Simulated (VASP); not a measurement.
# BiSbTe2S (P4/mmm) in VASP: relaxation of cell and atoms with PBE

Aim: the relaxation of cell and atoms of BiSbTe2S with PBE.

Everything below comes from runs of VASP 6.6.1. Logs are shortened: lines on timing, memory, paths and dates and some standing lists are left out, and cuts for length are marked.

## (1) The cell of the first run

Symmetry: P4/mmm, No. 123, tetragonal system. Conventional cell: a = 5.808 Å, b = 5.808 Å, c = 4.858 Å, α = 90.00°, β = 90.00°, γ = 90.00°. Sb (site symmetry 4/mmm) has 2 S at 2.43 Å and 4 Te at 2.90 Å within 3.2 Å. Bi (site symmetry 4/mmm) has 8 Te at 3.79 Å and 4 S at 4.11 Å and 8 Sb at 4.77 Å and 2 Bi at 4.86 Å within 5.0 Å. Te (site symmetry mmm) has 2 Sb at 2.90 Å and 4 Bi at 3.79 Å and 4 S at 3.79 Å within 3.8 Å. S (site symmetry 4/mmm) has 2 Sb at 2.43 Å within 3.2 Å.

The cell was generated, and may not be a known phase.

## (2) Relaxation of cell and atoms, PBE

File INCAR:

```
PREC = Accurate ; ENCUT = 600
EDIFF = 1E-6 ; ISMEAR = 0
SIGMA = 0.1 ; LREAL = F
LASPH = T ; NELM = 100
ALGO = Normal ; ISIF = 3
LWAVE = F ; LCHARG = F
GGA = PE ; IBRION = 2
NSW = 100 ; EDIFFG = -0.01
```

File KPOINTS:

```
Automatic mesh
0
Gamma
  8 8 8
```

File POSCAR:

```
BiSbTe2S
1.0
    5.8079943160      0.0000000000      0.0000000000
    0.0000000000      5.8079943160      0.0000000000
    0.0000000000      0.0000000000      4.8584896927
Sb Bi Te S
1 1 2 1
Direct
    0.5000000000      0.5000000000      0.5000000000
    0.0000000000      0.0000000000      0.0000000000
    0.5000000000      0.0000000000      0.5000000000
    0.0000000000      0.5000000000      0.5000000000
    0.5000000000      0.5000000000      0.0000000000
```

Potentials or basis: VASP PAW PBE potentials, release 64 (Sb, Bi_d, Te, S).

Run with:

```console
$ cat potpaw_PBE.64/Sb/POTCAR potpaw_PBE.64/Bi_d/POTCAR potpaw_PBE.64/Te/POTCAR potpaw_PBE.64/S/POTCAR > POTCAR
$ mpirun -np 1 vasp_std > vasp.out
```

OUTCAR:

```text
PREC = Accurate
   ENCUT = 600
   EDIFF = 1E-6
   ISMEAR = 0
   LREAL = F
   LASPH = T
   NELM = 100
   ISIF = 3
   GGA = PE
   IBRION = 2
   NSW = 100
   EDIFFG = -0.01

 ion  position               nearest neighbor table
   1  0.500  0.500  0.500-   5 2.43   5 2.43   3 2.90   4 2.90   3 2.90   4 2.90
   2  0.000  0.000  0.000-   3 3.79   4 3.79   3 3.79   4 3.79   4 3.79   4 3.79   3 3.79   3 3.79

   3  0.500  0.000  0.500-   1 2.90   1 2.90   2 3.79   2 3.79   2 3.79   2 3.79
   4  0.000  0.500  0.500-   1 2.90   1 2.90   2 3.79   2 3.79   2 3.79   2 3.79
   5  0.500  0.500  0.000-   1 2.43   1 2.43

  LATTYP: Found a simple tetragonal cell.
 ALAT       =     5.8079943160
 C/A-ratio  =     0.8365176390

  Lattice vectors:

 A1 = (   5.8079943160,   0.0000000000,   0.0000000000)
 A2 = (   0.0000000000,   5.8079943160,   0.0000000000)
 A3 = (   0.0000000000,   0.0000000000,   4.8584896927)

Analysis of symmetry for initial positions (statically):
=====================================================================
 Subroutine PRICEL returns:
 Original cell was already a primitive cell.

 Routine SETGRP: Setting up the symmetry group for a
 simple tetragonal supercell.

 Subroutine GETGRP returns: Found 16 space group operations
 (whereof 16 operations were pure point group operations)
 out of a pool of 16 trial point group operations.

The static configuration has the point symmetry D_4h.

Analysis of symmetry for dynamics (positions and initial velocities):
=====================================================================
 Subroutine PRICEL returns:
 Original cell was already a primitive cell.

 Routine SETGRP: Setting up the symmetry group for a
 simple tetragonal supercell.

 Subroutine GETGRP returns: Found 16 space group operations
 (whereof 16 operations were pure point group operations)
 out of a pool of 16 trial point group operations.

The dynamic configuration has the point symmetry D_4h.

 Subroutine INISYM returns: Found 16 space group operations
 (whereof 16 operations are pure point group operations),
 and found     1 'primitive' translations

----------------------------------------------------------------------------------------

                                     Primitive cell

  volume of cell :     163.8905

  direct lattice vectors                    reciprocal lattice vectors
     5.807994316  0.000000000  0.000000000     0.172176477  0.000000000  0.000000000
     0.000000000  5.807994316  0.000000000     0.000000000  0.172176477  0.000000000
     0.000000000  0.000000000  4.858489693     0.000000000  0.000000000  0.205825280

  length of vectors
     5.807994316  5.807994316  4.858489693     0.172176477  0.172176477  0.205825280

  position of ions in fractional coordinates (direct lattice)
     0.500000000  0.500000000  0.500000000
     0.000000000  0.000000000  0.000000000
     0.500000000  0.000000000  0.500000000
     0.000000000  0.500000000  0.500000000
     0.500000000  0.500000000  0.000000000

  ion indices of the primitive-cell ions
   primitive index   ion index
                 1           1
                 2           2
                 3           3
                 4           4
                 5           5

----------------------------------------------------------------------------------------

 KPOINTS: Automatic mesh

Automatic generation of k-mesh.
 Grid dimensions read from file:
 generate k-points for:    8    8    8

 Generating k-lattice:

  Cartesian coordinates                     Fractional coordinates (reciprocal lattice)
     0.021522060  0.000000000  0.000000000     0.125000000  0.000000000  0.000000000
     0.000000000  0.021522060  0.000000000     0.000000000  0.125000000  0.000000000
     0.000000000  0.000000000  0.025728160     0.000000000  0.000000000  0.125000000

  Length of vectors
     0.021522060  0.021522060  0.025728160

  Shift w.r.t. Gamma in fractional coordinates (k-lattice)
     0.000000000  0.000000000  0.000000000

 Subroutine IBZKPT returns following result:
 ===========================================

 Found     75 irreducible k-points:

 Following reciprocal coordinates:
            Coordinates               Weight
  0.000000  0.000000  0.000000      1.000000
  0.125000  0.000000  0.000000      4.000000
  0.250000  0.000000  0.000000      4.000000
  0.375000  0.000000  0.000000      4.000000
  0.500000  0.000000  0.000000      2.000000
  0.125000  0.125000  0.000000      4.000000
[... 16 lines left out ...]
  0.375000  0.125000  0.125000     16.000000
  0.500000  0.125000  0.125000      8.000000
 [... further k-points ...]
   k-points           NKPTS =     75   k-points in BZ     NKDIM =     75   number of bands    NBANDS=     23
   number of dos      NEDOS =    301   number of ions     NIONS =      5
   total plane-waves  NPLWV =  92160
   dimension x,y,z NGX =    48 NGY =   48 NGZ =   40
   dimension x,y,z NGXF=    96 NGYF=   96 NGZF=   80
   ions per type =               1   1   2   1
   NGX,Y,Z   is equivalent  to a cutoff of  13.74, 13.74, 13.69 a.u.
   NGXF,Y,Z  is equivalent  to a cutoff of  27.48, 27.48, 27.37 a.u.
 SYSTEM =  unknown system
   PREC   = accura    normal or accurate (medium, high low for compatibility)
   ISTART =      0    job   : 0-new  1-cont  2-samecut
   ICHARG =      2    charge: 1-file 2-atom 10-const
   ISPIN  =      1    spin polarized calculation?
   LNONCOLLINEAR =      F non collinear calculations
   LSORBIT =      F    spin-orbit coupling
   LASPH  =      T    aspherical Exc in radial PAW
   ENCUT  =  600.0 eV  44.10 Ry    6.64 a.u.  11.60 11.60  9.70*2*pi/ulx,y,z
   NELM   =    100;   NELMIN=  2; NELMDL= -5     # of ELM steps
   EDIFF  = 0.1E-05   stopping-criterion for ELM
   LREAL  =      F    real-space projection
   EDIFFG = -.1E-01   stopping-criterion for IOM
   NSW    =    100    number of steps for IOM
   IBRION =      2    ionic relax: 0-MD 1-quasi-New 2-CG
   NFREE  =      1    steps in history (QN), initial steepest desc. (CG)
   ISIF   =      3    stress and relaxation
   ISYM   =      2    0-nonsym 1-usesym 2-fastsym
   POTIM  = 0.5000    time-step for ionic-motion
   TEBEG  =    0.0;   TEEND  =   0.0 temperature during run
   PSTRESS=    0.0 pullay stress
   NELECT =      38.0000    total number of electrons
   NUPDOWN=      -1.0000    fix difference up-down
   EMIN   =  10.00;   EMAX   =-10.00  energy-range for DOS
   EFERMI =   0.00;   METHOD = LEGACY
   ISMEAR =     0;   SIGMA  =   0.10  broadening in eV -4-tet -1-fermi 0-gaus
   EFERMI_NEDOS =   21; number of points for ismear=-14 and -15
   IALGO  =     38    algorithm
   IMIX   =      4    mixing-type and parameters
     AMIX     =   0.40;   BMIX     =  1.00
     AMIX_MAG =   1.60;   BMIX_MAG =  1.00
  volume/ion in A,a.u.               =      32.78       221.20
  Fermi-wavevector in a.u.,A,eV,Ry     =   1.005738  1.900569 13.762411  1.011509
  Thomas-Fermi vector in A             =   2.138436
   LORBIT       =      0    0 simple, 1 ext, 2 COOP (PROOUT), +10 PAW based schemes
   GGA     = PE    functional components
   LHFCALC =     F    Hartree Fock is set to
   AEXX    =    0.0000 exact exchange contribution
   IVDW    =     0    specifies the selected vdW correction
   LEPSILON=     F    determine dielectric tensor
   LRPA    =     F    only Hartree local field effects (RPA)
 conjugate gradient relaxation of ions
 non-spin polarized calculation
 Gauss-broadening in eV      SIGMA  =   0.10
  energy-cutoff  :      600.00
  volume of cell :      163.89
 maximum number of plane-waves:      5556
 NGX is ok and might be reduce to    48
   NGX = 23   NGY = 23   NGZ = 19

--------------------------------------- Ionic step        1  -------------------------------------------

 number of electron      38.0000000 magnetization

 Free energy of the ion-electron system (eV)
  ---------------------------------------------------
  ext. energy  EPLUGINS =         0.00000000
  ---------------------------------------------------
  free energy    TOTEN  =       -16.67001029 eV

  energy without entropy =      -16.65937037  energy(sigma->0) =      -16.66469033

------------------------ aborting loop because EDIFF is reached ----------------------------------------

  FORCE on cell =-STRESS in cart. coord.  units (eV):
  Direction    XX          YY          ZZ          XY          YZ          ZX
  --------------------------------------------------------------------------------------
  -------------------------------------------------------------------------------------
  Total       -0.0849611     -0.0849611      0.3004098      0.0000000     -0.0000000      0.0000000
  in kB       -0.8305718     -0.8305718      2.9367770      0.0000000     -0.0000000      0.0000000
  external PRESSURE =       0.4252112 kB  Pullay stress =       0.0000000 kB

 VOLUME and BASIS-vectors are now :
 -----------------------------------------------------------------------------
  energy-cutoff  :      600.00
  volume of cell :      163.89
      direct lattice vectors                 reciprocal lattice vectors
     5.807994316  0.000000000  0.000000000     0.172176477  0.000000000  0.000000000
     0.000000000  5.807994316  0.000000000     0.000000000  0.172176477  0.000000000
     0.000000000  0.000000000  4.858489693     0.000000000  0.000000000  0.205825280
[... 40 lines left out ...]
 POSITION                                       TOTAL-FORCE (eV/Angst)
 -----------------------------------------------------------------------------------
      2.90162      2.90162      2.43629         0.000000      0.000000      0.000000
      0.00000      0.00000      0.00000         0.000000     -0.000000      0.000000
      2.90162     -0.00000      2.43629         0.000000     -0.000000      0.000000
      0.00000      2.90162      2.43629         0.000000      0.000000      0.000000
      2.90162      2.90162      0.00000         0.000000     -0.000000      0.000000
 -----------------------------------------------------------------------------------
    total drift:                                0.000000      0.000000     -0.000000

  FREE ENERGIE OF THE ION-ELECTRON SYSTEM (eV)
  ---------------------------------------------------
  free  energy   TOTEN  =       -16.6703995062 eV

  energy  without entropy=      -16.6594562764  energy(sigma->0) =      -16.66492789

--------------------------------------- Ionic step        3  -------------------------------------------

 number of electron      38.0000000 magnetization

 Free energy of the ion-electron system (eV)
  ---------------------------------------------------
  ext. energy  EPLUGINS =         0.00000000
  ---------------------------------------------------
  free energy    TOTEN  =       -16.67041937 eV

  energy without entropy =      -16.65953226  energy(sigma->0) =      -16.66497581

 E-fermi :   5.0350     XC(G=0):  -9.0620

 val. band max:        5.0189664214   @ k =   0.5000   0.5000   0.2500
 cond. band min:       5.0374969683   @ k =   0.5000   0.3750   0.0000
 fundamental gap:      0.0185305468
 Fermi energy:         5.0349704640

 k-point     1 :       0.0000    0.0000    0.0000
  band No.  band energies     occupation
      1     -18.4174      2.00000
      2     -18.4138      2.00000
      3     -18.4053      2.00000
      4     -18.4021      2.00000
      5     -18.4021      2.00000
      6      -8.6510      2.00000
[... 15 lines left out ...]
     22       6.7210      0.00000
     23       8.6996      0.00000
[... 575 lines left out ...]
      1     -18.4174      2.00000
      2     -18.4135      2.00000
      3     -18.4048      2.00000
      4     -18.4024      2.00000
      5     -18.4023      2.00000
      6      -8.3200      2.00000
[... 15 lines left out ...]
     22       6.3767      0.00000
     23       6.8305      0.00000

 [... further k-points ...]

------------------------ aborting loop because EDIFF is reached ----------------------------------------

  FORCE on cell =-STRESS in cart. coord.  units (eV):
  Direction    XX          YY          ZZ          XY          YZ          ZX
  --------------------------------------------------------------------------------------
  -------------------------------------------------------------------------------------
  Total       -0.0353210     -0.0353210     -0.0233418      0.0000000      0.0000000      0.0000000
  in kB       -0.3449402     -0.3449402     -0.2279533      0.0000000      0.0000000      0.0000000
  external PRESSURE =      -0.3059446 kB  Pullay stress =       0.0000000 kB

 VOLUME and BASIS-vectors are now :
 -----------------------------------------------------------------------------
  energy-cutoff  :      600.00
  volume of cell :      164.06
      direct lattice vectors                 reciprocal lattice vectors
     5.804097851  0.000000000  0.000000000     0.172292064  0.000000000  0.000000000
     0.000000000  5.804097851  0.000000000     0.000000000  0.172292064  0.000000000
     0.000000000 -0.000000000  4.870014659     0.000000000  0.000000000  0.205338191

 POSITION                                       TOTAL-FORCE (eV/Angst)
 -----------------------------------------------------------------------------------
      2.90205      2.90205      2.43501         0.000000      0.000000      0.000000
      0.00000      0.00000      0.00000         0.000000     -0.000000      0.000000
      2.90205     -0.00000      2.43501         0.000000      0.000000      0.000000
      0.00000      2.90205      2.43501         0.000000      0.000000      0.000000
      2.90205      2.90205      0.00000         0.000000     -0.000000      0.000000
 -----------------------------------------------------------------------------------
    total drift:                                0.000000      0.000000     -0.000000

  FREE ENERGIE OF THE ION-ELECTRON SYSTEM (eV)
  ---------------------------------------------------
  free  energy   TOTEN  =       -16.6704193653 eV

  energy  without entropy=      -16.6595322623  energy(sigma->0) =      -16.66497581

 reached required accuracy - stopping structural energy minimisation
```

Run time: 4.2 min. Hardware: 1 thread of Intel Xeon 6975P-C (Granite Rapids), shared host; peak memory 0.61 GiB.

Results:

```
Free energy                           : -16.6704 eV
Relaxed volume                        : 32.81 Å³/atom
Relaxed cell                          : a = 5.804 Å, b = 5.804 Å, c = 4.870 Å, α = 90.00°, β = 90.00°, γ = 90.00°
Space group after relaxing (to 0.1 Å) : P4/mmm (No. 123)
Energy gained by relaxing             : 0.1 meV/atom
Ionic steps                           : 3
Pressure after relaxing               : 0.0 GPa
Band gap on the k mesh                : zero (bands 19 and 20 overlap by 1.08 eV)
```

The path:
```csv
step,energy change (eV),largest force (eV/Å),pressure (GPa),volume (Å³)
1,0.0000,0.0000,0.04,163.89
2,-0.0004,0.0000,-0.04,164.10
3,-0.0004,0.0000,-0.03,164.06
```

Final structure:
```cif
data_structure
_symmetry_space_group_name_H-M 'P 1'
_symmetry_Int_Tables_number 1
_cell_length_a 5.8041
_cell_length_b 5.8041
_cell_length_c 4.8700
_cell_angle_alpha 90.000
_cell_angle_beta 90.000
_cell_angle_gamma 90.000
_cell_volume 164.06
loop_
_atom_site_label
_atom_site_type_symbol
_atom_site_fract_x
_atom_site_fract_y
_atom_site_fract_z
_atom_site_occupancy
Sb1 Sb 0.50000 0.50000 0.50000 1
Bi1 Bi 0.00000 0.00000 0.00000 1
Te1 Te 0.50000 0.00000 0.50000 1
Te2 Te 0.00000 0.50000 0.50000 1
S1 S 0.50000 0.50000 0.00000 1
```

Caveat: spin-orbit coupling is left out, which moves the levels of the heavy elements.
